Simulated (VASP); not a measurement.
The system is CsI.

```
Cs I
1.0
     4.60808    0.00000    0.00000
     0.00000    4.60808    0.00000
     0.00000    0.00000    4.60808
Cs I
1 1
Direct
  0.00000 0.00000 0.00000
  0.50000 0.50000 0.50000
```

Base run:

```yaml
Program: VASP 6.6.1
Functional: r2SCAN
Potentials_or_basis: VASP PAW PBE potentials, release 64 (Cs_sv, I)
Cutoff: 550 eV
k_mesh: 4 × 4 × 4
Occupations: gaussian, width 0.01 eV
Spin: no spin polarisation
```

Its results: band gap on the k mesh 4.50 eV, indirect (least direct gap 4.59 eV); pressure 0.1 GPa.

Question: The run is repeated on the same cell with these changes: functional from r2SCAN to PBE-based screened hybrid; cutoff from 550 eV to 400 eV. What comes out?

Answer: Band gap on the k mesh 4.36 eV, indirect (least direct gap 4.45 eV); pressure 0.2 GPa.

Caveats: the PAW data sets were made with another functional, which shifts forces and pressure a little; spin-orbit coupling is left out, which moves the levels of the heavy elements.

A k mesh can miss the band edges.
